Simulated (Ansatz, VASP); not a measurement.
# Two plane-wave programs on C

The input INCAR:

```
SYSTEM = C
PREC = Accurate
ENCUT = 520
EDIFF = 1E-7
ISMEAR = 0
SIGMA = 0.02
LREAL = .FALSE.
LASPH = .TRUE.
NELM = 80
ALGO = Normal
ISIF = 2
LWAVE = .FALSE.
LCHARG = .FALSE.
GGA = PS
IBRION = 2
NSW = 60
EDIFFG = -0.002
```

KPOINTS

```
Automatic mesh
0
G
  9 9 6
  0 0 0
```

File POSCAR:

```
C
1.0
    2.4612466108      0.0000000000      0.0000000000
   -1.2306233054      2.1315020900      0.0000000000
    0.0000000000      0.0000000000      4.1625633114
C
4
Direct
    0.3333333333      0.6666666667      0.0000573175
    0.6666666667      0.3333333333      0.5000573175
    0.3333333333      0.6666666667      0.3739426825
    0.6666666667      0.3333333333      0.8739426825
```

Input for Ansatz:

```yaml
crystal:
  lattice:
    - [2.4612466108, 0.0, 0.0]
    - [-1.2306233054, 2.13150209, 0.0]
    - [0.0, 0.0, 4.1625633114]
  atoms:
    - { symbol: C, position: [0.3333333333, 0.6666666667, 5.73175e-05] }
    - { symbol: C, position: [0.6666666667, 0.3333333333, 0.5000573175] }
    - { symbol: C, position: [0.3333333333, 0.6666666667, 0.3739426825] }
    - { symbol: C, position: [0.6666666667, 0.3333333333, 0.8739426825] }
basis:
  ecutwfc: 420
kpoints:
  mp_grid: { grid: [9, 9, 6] }
hamiltonian:
  xc: pbesol
  pseudopotentials: { kind: paw, azcp: { folder: soft_1 } }
scf:
  occupations: { method: gaussian, width: 0.02 }
output:
  forces: true
  stress: true
  eigenvalues: true
relax:
  adjacent_minimum: "off"
  f_tol: 0.002
  max_steps: 40
```

Change from the starting cell: strained cell.

Alike in both runs: task relaxation of the atoms; functional PBEsol; k mesh 9 × 9 × 6; occupations gaussian, width 0.02 eV; no spin polarisation.

|  | VASP | Ansatz |
| --- | --- | --- |
| version | VASP 6.6.1 | Ansatz 0.2.0 |
| potentials or method | VASP PAW PBE potentials, release 64 (C), cutoff 520 eV | scalar-relativistic, plane waves, PAW |
| valence electrons in the cell | 16 | 16 |

|  | VASP | Ansatz | Ansatz less VASP |
| --- | --- | --- | --- |
| gap on the k mesh at the Fermi level, each at its own relaxed structure (eV) | 2.87 | 2.89 | +0.026 |

VASP's potentials were made for PBE, not for PBEsol, and Ansatz warns of the same on its side. Ansatz's warnings: stress scf threshold loose.
